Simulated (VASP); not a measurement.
# Mg7Cd9Te16 (P1) in VASP: single point with PBEsol

Aim: the single point of Mg7Cd9Te16 with PBEsol.

Everything below comes from runs of VASP 6.6.1. Logs are shortened: lines on timing, memory, paths and dates and some standing lists are left out, and cuts for length are marked.

### Step 1. The cell of the first run

The typed cell holds 64 atoms: a = 12.930 Å, b = 12.930 Å, c = 12.930 Å, α = 90.00°, β = 90.00°, γ = 90.00°.

### Step 2. Single point, PBEsol

Contents of INCAR:

```
SYSTEM = Mg7Cd9Te16
PREC = Accurate ; ENCUT = 500
EDIFF = 1E-6 ; ISMEAR = -1
SIGMA = 0.05 ; LREAL = Auto
LASPH = .True. ; NELM = 120
ALGO = Normal ; ISIF = 2
LWAVE = .False. ; LCHARG = .True.
GGA = PS ; LELF = .True.
LVHAR = .True. ; ISYM = -1
NBANDS = 256 ; GGA_COMPAT = .False.
```

Contents of KPOINTS:

```
explicit points
1
Reciprocal
  0.25000000   0.25000000   0.25000000 1
```

Contents of POSCAR:

```
Mg7Cd9Te16
1.0
   12.9303194361      0.0000000000      0.0000000000
    0.0000000000     12.9303194361      0.0000000000
    0.0000000000      0.0000000000     12.9303194361
Cd Mg Te
18 14 32
Direct
    0.9994370000      0.9998140000      0.0000080000
    0.0002820000      0.0006980000      0.5010420000
    0.9993610000      0.5013180000      0.5005550000
    0.5007340000      0.5007150000      0.5013520000
    0.2500170000      0.7506680000      0.0002960000
    0.2511590000      0.7508290000      0.5009210000
    0.7506630000      0.2497650000      0.5000200000
    0.7502740000      0.7508260000      0.5008600000
    0.2507250000      0.0008530000      0.2506880000
    0.2499870000      0.5004950000      0.2499830000
    0.2511160000      0.5006720000      0.7512720000
    0.7494220000      0.0008490000      0.7506910000
    0.0002870000      0.2509980000      0.2502910000
    0.0005860000      0.2510810000      0.7503770000
    0.9996620000      0.7503670000      0.2499440000
    0.5004180000      0.2507890000      0.2500160000
    0.5005100000      0.2504170000      0.7509850000
    0.5017290000      0.7507270000      0.2502680000
    0.9988760000      0.4999800000      0.9995090000
    0.5001790000      0.0002790000      0.9993440000
    0.4994830000      0.9993300000      0.4992480000
    0.4998160000      0.4999810000      0.0005410000
    0.2503790000      0.2493530000      0.9997010000
    0.2496890000      0.2500820000      0.4998500000
    0.7490490000      0.2504810000      0.0008860000
    0.7495620000      0.7494390000      0.9990320000
    0.2498150000      0.0007960000      0.7504080000
    0.7497060000      0.0003490000      0.2485650000
    0.7496000000      0.4996140000      0.2487100000
    0.7497310000      0.5003560000      0.7507890000
    0.9996140000      0.7493810000      0.7508560000
    0.4994910000      0.7512150000      0.7497580000
    0.1253820000      0.1254070000      0.1241780000
    0.1265960000      0.1259350000      0.6255780000
    0.1235090000      0.6241850000      0.1236560000
    0.1248160000      0.6258570000      0.6261050000
    0.6250230000      0.1241710000      0.1237740000
    0.6235130000      0.1239780000      0.6238750000
    0.6257560000      0.6243170000      0.1236660000
    0.6250970000      0.6258730000      0.6275960000
    0.3745210000      0.3748200000      0.1231050000
    0.3740760000      0.3740420000      0.6245440000
    0.3760500000      0.8760170000      0.1244700000
    0.3757280000      0.8771350000      0.6265520000
    0.8742140000      0.3756970000      0.1239130000
    0.8738180000      0.3758440000      0.6261340000
    0.8725830000      0.8744850000      0.1241510000
    0.8759490000      0.8747040000      0.6268340000
    0.3755640000      0.1258220000      0.3766730000
    0.3744470000      0.1242040000      0.8758200000
    0.3755620000      0.6253910000      0.3748010000
    0.3773130000      0.6258080000      0.8756140000
    0.8743420000      0.1238160000      0.3736180000
    0.8737440000      0.1267490000      0.8759900000
    0.8729890000      0.6241710000      0.3736890000
    0.8749650000      0.6250180000      0.8750820000
    0.1253780000      0.3752100000      0.3762090000
    0.1254880000      0.3755610000      0.8773120000
    0.1249830000      0.8749260000      0.3748440000
    0.1246440000      0.8751250000      0.8732680000
    0.6258630000      0.3760580000      0.3745730000
    0.6257830000      0.3763330000      0.8764260000
    0.6261110000      0.8771720000      0.3752270000
    0.6238930000      0.8741650000      0.8759040000
```

Potentials or basis: VASP PAW PBE potentials, release 64 (Cd, Mg, Te).

Started as:

```console
$ cat potpaw_PBE.64/Cd/POTCAR potpaw_PBE.64/Mg/POTCAR potpaw_PBE.64/Te/POTCAR > POTCAR
$ mpirun -np 1 vasp_std > vasp.out
```

OUTCAR:

```text
SYSTEM = Mg7Cd9Te16
   PREC = Accurate
   ENCUT = 500
   EDIFF = 1E-6
   ISMEAR = -1
   LREAL = Auto
   LASPH = .True.
   NELM = 120
   ISIF = 2
   GGA = PS
   ISYM = -1

 ion  position               nearest neighbor table
   1  0.999  1.000  0.000-  33 2.80  47 2.81  60 2.81  54 2.81
   2  0.000  0.001  0.501-  34 2.81  48 2.81  53 2.81  59 2.81
   3  0.999  0.501  0.501-  36 2.80  55 2.81  57 2.81  46 2.81
   4  0.501  0.501  0.501-  40 2.81  51 2.81  42 2.81  61 2.81
   5  0.250  0.751  0.000-  43 2.80  35 2.81  52 2.81  60 2.81
   6  0.251  0.751  0.501-  51 2.81  59 2.81  36 2.81  44 2.81
[... 56 lines left out ...]
  63  0.626  0.877  0.375-  21 2.78  28 2.79  18 2.81   8 2.81
  64  0.624  0.874  0.876-  20 2.79  32 2.79  26 2.79  12 2.82

IMPORTANT INFORMATION: All symmetrisations will be switched off!
NOSYMM: (Re-)initialisation of all symmetry stuff for point group C_1.

----------------------------------------------------------------------------------------

                                     Primitive cell

  volume of cell :    2161.8610

  direct lattice vectors                    reciprocal lattice vectors
    12.930319436  0.000000000  0.000000000     0.077337610  0.000000000  0.000000000
     0.000000000 12.930319436  0.000000000     0.000000000  0.077337610  0.000000000
     0.000000000  0.000000000 12.930319436     0.000000000  0.000000000  0.077337610

  length of vectors
    12.930319436 12.930319436 12.930319436     0.077337610  0.077337610  0.077337610

  position of ions in fractional coordinates (direct lattice)
     0.999437000  0.999814000  0.000008000
     0.000282000  0.000698000  0.501042000
     0.999361000  0.501318000  0.500555000
     0.500734000  0.500715000  0.501352000
     0.250017000  0.750668000  0.000296000
     0.251159000  0.750829000  0.500921000
[... 56 lines left out ...]
     0.626111000  0.877172000  0.375227000
     0.623893000  0.874165000  0.875904000

  ion indices of the primitive-cell ions
   primitive index   ion index
                 1           1
                 2           2
                 3           3
                 4           4
                 5           5
                 6           6
[... 56 lines left out ...]
                63          63
                64          64

----------------------------------------------------------------------------------------

 KPOINTS: explicit points

Read explicit list of k-points.

 Found      1 k-points:

 Following reciprocal coordinates:
            Coordinates               Weight
  0.250000  0.250000  0.250000      1.000000
   k-points           NKPTS =      1   k-points in BZ     NKDIM =      1   number of bands    NBANDS=    256
   number of dos      NEDOS =    301   number of ions     NIONS =     64
   total plane-waves  NPLWV = 884736
   dimension x,y,z NGX =    96 NGY =   96 NGZ =   96
   dimension x,y,z NGXF=   192 NGYF=  192 NGZF=  192
   ions per type =              18  14  32
   NGX,Y,Z   is equivalent  to a cutoff of  12.34, 12.34, 12.34 a.u.
   NGXF,Y,Z  is equivalent  to a cutoff of  24.69, 24.69, 24.69 a.u.
 SYSTEM =  Mg7Cd9Te16
   PREC   = accura    normal or accurate (medium, high low for compatibility)
   ISTART =      0    job   : 0-new  1-cont  2-samecut
   ICHARG =      2    charge: 1-file 2-atom 10-const
   ISPIN  =      1    spin polarized calculation?
   LNONCOLLINEAR =      F non collinear calculations
   LSORBIT =      F    spin-orbit coupling
   LASPH  =      T    aspherical Exc in radial PAW
   ENCUT  =  500.0 eV  36.75 Ry    6.06 a.u.  23.57 23.57 23.57*2*pi/ulx,y,z
   NELM   =    120;   NELMIN=  2; NELMDL= -5     # of ELM steps
   EDIFF  = 0.1E-05   stopping-criterion for ELM
   LREAL  =      T    real-space projection
   EDIFFG = 0.1E-04   stopping-criterion for IOM
   NSW    =      0    number of steps for IOM
   IBRION =     -1    ionic relax: 0-MD 1-quasi-New 2-CG
   NFREE  =      0    steps in history (QN), initial steepest desc. (CG)
   ISIF   =      2    stress and relaxation
   ISYM   =     -1    0-nonsym 1-usesym 2-fastsym
   POTIM  = 0.5000    time-step for ionic-motion
   TEBEG  =    0.0;   TEEND  =   0.0 temperature during run
   PSTRESS=    0.0 pullay stress
   NELECT =     436.0000    total number of electrons
   NUPDOWN=      -1.0000    fix difference up-down
   EMIN   =  10.00;   EMAX   =-10.00  energy-range for DOS
   EFERMI =   0.00;   METHOD = LEGACY
   ISMEAR =    -1;   SIGMA  =   0.05  broadening in eV -4-tet -1-fermi 0-gaus
   EFERMI_NEDOS =   21; number of points for ismear=-14 and -15
   IALGO  =     38    algorithm
   IMIX   =      4    mixing-type and parameters
     AMIX     =   0.40;   BMIX     =  1.00
     AMIX_MAG =   1.60;   BMIX_MAG =  1.00
  volume/ion in A,a.u.               =      33.78       227.95
  Fermi-wavevector in a.u.,A,eV,Ry     =   0.960051  1.814234 12.540467  0.921698
  Thomas-Fermi vector in A             =   2.089301
   LORBIT       =      0    0 simple, 1 ext, 2 COOP (PROOUT), +10 PAW based schemes
   GGA     = PS    functional components
   LHFCALC =     F    Hartree Fock is set to
   AEXX    =    0.0000 exact exchange contribution
   IVDW    =     0    specifies the selected vdW correction
   LEPSILON=     F    determine dielectric tensor
   LRPA    =     F    only Hartree local field effects (RPA)
 non-spin polarized calculation
  energy-cutoff  :      500.00
  volume of cell :     2161.86
 maximum number of plane-waves:     54945
 NGX is ok and might be reduce to    96
   NGX = 47   NGY = 47   NGZ = 47

 number of electron     435.9999920 magnetization

 Free energy of the ion-electron system (eV)
  ---------------------------------------------------
  ext. energy  EPLUGINS =         0.00000000
  ---------------------------------------------------
  free energy    TOTEN  =      -195.21266150 eV

  energy without entropy =     -195.21266150  energy(sigma->0) =     -195.21266150

 E-fermi :   3.0657     XC(G=0):  -8.4584

 val. band max:        1.9764020590   @ k =   0.2500   0.2500   0.2500
 cond. band min:       4.1292712654   @ k =   0.2500   0.2500   0.2500
 fundamental gap:      2.1528692064
 Fermi energy:         3.0657346968

 k-point     1 :       0.2500    0.2500    0.2500
  band No.  band energies     occupation
      1      -8.7030      2.00000
      2      -8.5729      2.00000
      3      -8.5628      2.00000
      4      -8.5354      2.00000
      5      -8.4736      2.00000
      6      -8.4466      2.00000
[... 222 lines left out ...]
    229       5.0378      0.00000
    230       5.0860      0.00000
 [bands above 230 left out]

------------------------ aborting loop because EDIFF is reached ----------------------------------------

  FORCE on cell =-STRESS in cart. coord.  units (eV):
  Direction    XX          YY          ZZ          XY          YZ          ZX
  --------------------------------------------------------------------------------------
  -------------------------------------------------------------------------------------
  Total        2.1407072      2.2376437      2.0195584     -2.4608529     -2.4846902     -2.3918821
  in kB        1.5865000      1.6583407      1.4967154     -1.8237633     -1.8414294     -1.7726483
  external PRESSURE =       1.5805187 kB  Pullay stress =       0.0000000 kB

 VOLUME and BASIS-vectors are now :
 -----------------------------------------------------------------------------
  energy-cutoff  :      500.00
  volume of cell :     2161.86
      direct lattice vectors                 reciprocal lattice vectors
    12.930319436  0.000000000  0.000000000     0.077337610  0.000000000  0.000000000
     0.000000000 12.930319436  0.000000000     0.000000000  0.077337610  0.000000000
     0.000000000  0.000000000 12.930319436     0.000000000  0.000000000  0.077337610

 POSITION                                       TOTAL-FORCE (eV/Angst)
 -----------------------------------------------------------------------------------
     12.92304     12.92791      0.00010         0.004305     -0.002129      0.005304
      0.00365      0.00903      6.47863         0.002628      0.011153     -0.001397
     12.92206      6.48220      6.47234         0.009376     -0.004515     -0.001241
      6.47465      6.47440      6.48264         0.003197     -0.004440      0.003692
      3.23280      9.70638      0.00383        -0.004625      0.004874      0.006698
      3.24757      9.70846      6.47707        -0.004480      0.002864      0.011142
[... 56 lines left out ...]
      8.09582     11.34211      4.85180        -0.008219      0.032891      0.002561
      8.06714     11.30323     11.32572        -0.008052     -0.014816      0.007513
 -----------------------------------------------------------------------------------
    total drift:                                0.001510      0.028726     -0.011319

  FREE ENERGIE OF THE ION-ELECTRON SYSTEM (eV)
  ---------------------------------------------------
  free  energy   TOTEN  =      -195.2126615028 eV

  energy  without entropy=     -195.2126615001  energy(sigma->0) =     -195.21266150
```

Wall time 27 min (1 thread of Intel Xeon 8259CL, shared host); peak memory 1.6 GiB.

What came out:

- Free energy: -195.2127 eV
- Pressure: 0.2 GPa
- Largest force: 0.041 eV/Å
- Band gap on the k mesh: 2.15 eV

Forces in eV/Å, atoms in the order of the input:
```
Cd   0.004 -0.002  0.005
Cd   0.003  0.011 -0.001
Cd   0.009 -0.005 -0.001
Cd   0.003 -0.004  0.004
Cd  -0.005  0.005  0.007
Cd  -0.004  0.003  0.011
Cd  -0.004 -0.005  0.012
Cd   0.008 -0.009  0.002
Cd   0.004  0.007 -0.017
Cd   0.004  0.004 -0.015
Cd  -0.006 -0.002  0.005
Cd   0.005 -0.006  0.017
Cd  -0.002 -0.002 -0.008
Cd   0.007  0.003  0.023
Cd  -0.008  0.003 -0.009
Cd  -0.001 -0.001 -0.012
Cd   0.012  0.009  0.011
Cd   0.005  0.001 -0.012
Mg  -0.002 -0.005 -0.004
Mg  -0.003  0.004  0.001
Mg  -0.004 -0.004  0.010
Mg  -0.001  0.003 -0.001
Mg  -0.008  0.002 -0.001
Mg  -0.001  0.002 -0.007
Mg  -0.002 -0.001  0.002
Mg   0.009  0.000 -0.004
Mg  -0.003 -0.008  0.011
Mg   0.007 -0.004  0.001
Mg  -0.004  0.005 -0.004
Mg   0.003  0.002  0.010
Mg   0.009 -0.006  0.014
Mg   0.000  0.001  0.005
Te   0.014  0.020 -0.008
Te   0.025 -0.008 -0.005
Te  -0.004 -0.017 -0.023
Te  -0.007  0.023  0.016
Te   0.011 -0.011 -0.007
Te  -0.017 -0.007 -0.025
Te   0.011 -0.021 -0.010
Te   0.006 -0.004  0.013
Te  -0.006 -0.006 -0.021
Te  -0.018 -0.013 -0.022
Te   0.013  0.013 -0.006
Te   0.020  0.011  0.003
Te  -0.023  0.008 -0.011
Te  -0.015  0.020  0.003
Te  -0.029 -0.004 -0.002
Te   0.009 -0.005  0.006
Te   0.000  0.010  0.034
Te  -0.024 -0.018  0.009
Te   0.004  0.000  0.001
Te   0.025  0.006 -0.004
Te  -0.019 -0.028 -0.017
Te  -0.003  0.003 -0.001
Te  -0.021 -0.013  0.000
Te  -0.011 -0.005 -0.010
Te   0.013 -0.013  0.016
Te   0.006  0.003  0.028
Te  -0.005  0.002  0.020
Te   0.000 -0.002 -0.041
Te   0.016  0.024 -0.008
Te   0.012  0.013  0.011
Te  -0.008  0.033  0.003
Te  -0.008 -0.015  0.008
```

Stress tensor (GPa, compression positive):
```
 0.16 -0.18 -0.18
-0.18  0.17 -0.18
-0.18 -0.18  0.15
```

Caveat: the PAW data sets were made with another functional, which shifts forces and pressure a little; spin-orbit coupling is left out, which moves the levels of the heavy elements; a shifted mesh leaves out Γ, where band edges can lie. A k mesh can miss the band edges.
